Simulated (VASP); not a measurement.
# H7C16N: single point with PBE

H7C16N, a slab with vacuum:

```
H C N
1.0
     5.04874    0.00000    0.00000
     2.52437    4.37234    0.00000
     0.00000    0.00000   16.67643
H C N
7 16 1
Direct
  0.16667 0.16666 0.05996
  0.66668 0.16666 0.05996
  0.16667 0.66667 0.05996
  0.66666 0.66667 0.05996
  0.59472 0.62756 0.40088
  0.32277 0.51455 0.39922
  0.03256 0.01176 0.34576
  0.16667 0.16666 0.12593
  0.66668 0.16666 0.12593
  0.16667 0.66667 0.12593
  0.66666 0.66667 0.12593
  0.83334 0.33332 0.15683
  0.33334 0.33332 0.15683
  0.83334 0.83333 0.15683
  0.33334 0.83333 0.15683
  0.83770 0.33062 0.24972
  0.34533 0.32895 0.25256
  0.83797 0.83511 0.25651
  0.34013 0.83601 0.24928
  0.00769 0.00990 0.28098
  0.50704 0.01066 0.27411
  0.00722 0.50291 0.27050
  0.51046 0.50081 0.28467
  0.51027 0.50175 0.37185
```

| Property | Result |
| --- | --- |
| Program | VASP 6.6.1 |
| Task | single point |
| Functional | PBE |
| Potentials or basis | VASP PAW PBE potentials, release 64 (H, C, N) |
| Cutoff | 520 eV |
| k mesh | 3 × 3 × 1 |
| Occupations | fermi-dirac, width 0.02 eV |
| Spin | no spin polarisation |

```yaml
Largest_force: 2.517 eV/Å
Band_gap_on_the_k_mesh: zero (bands 38 and 39 overlap by 0.03 eV)
```

Forces on the atoms (eV/Å):
```
H    0.024  0.038 -0.169
H    0.006 -0.111 -0.220
H   -0.070  0.049 -0.210
H    0.078  0.013 -0.143
H   -0.820 -0.345 -0.795
H    0.277  0.122 -0.332
H   -0.436  0.107  0.320
C    0.014 -0.023  1.345
C   -0.037  0.067  1.156
C    0.078 -0.072  1.396
C   -0.018 -0.012  1.401
C   -0.404 -0.079 -1.180
C    0.722  0.214 -1.605
C   -0.076 -0.012 -1.327
C    0.139 -0.185 -1.071
C    1.243  1.401  0.652
C   -0.476  1.927  0.337
C    0.356  0.225  0.337
C    0.420  0.457  0.819
C    0.170 -1.555 -0.372
C   -1.098 -2.205 -0.518
C   -0.244 -0.564  0.258
C   -0.457  0.857 -0.629
N    0.610 -0.316  0.550
```

Levels at points of the mesh, in eV from the Fermi level:
```
           k point  band 34  band 35  band 36  band 37  band 38  band 39  band 40  band 41  band 42  band 43
(0.00, 0.00, 0.00)    -2.58    -2.13    -1.31    -1.26    -0.33    -0.03     1.91     2.33     3.60     4.59
```

Wall time 3.9 min on 1 thread of Intel(R) Xeon(R) Platinum 8375C CPU @ 2.90GHz (Ice Lake), on a shared host, peak memory 0.45 GiB.

Caveat: the k points lie up to 0.48 Å⁻¹ apart; there is no dipole correction, which matters where the two faces differ.
